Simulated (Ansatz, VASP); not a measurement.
**V in VASP and in Ansatz**

```xyz
2
Lattice="2.9589 0.0000 0.0000 0.0000 2.9589 0.0000 0.0000 0.0000 2.9589" Properties=species:S:1:pos:R:3 pbc="T T T"
V     0.0000    0.0000    0.0000
V     1.4794    1.4794    1.4794
```

Alike in both runs: task single point; functional PBEsol; k mesh 14 × 14 × 14; occupations gaussian, width 0.1 eV; no spin polarisation.

|  | VASP | Ansatz |
| --- | --- | --- |
| version | VASP 6.6.1 | Ansatz 0.2.0 |
| potentials or method | VASP PAW PBE potentials, release 64 (V_sv), cutoff 520 eV | scalar-relativistic, plane waves, PAW |
| valence electrons in the cell | 26 | 26 |

```csv
,VASP,Ansatz,Ansatz less VASP
gap on the k mesh at the Fermi level (eV),none,none,-
pressure (GPa),0.2,-0.1,-0.32
```

VASP's potentials were made for PBE, not for PBEsol. A gap of «none» marks a metal or a gap that the smearing closes. The functional is the same, so the differences come from potentials, cutoffs and numerics.
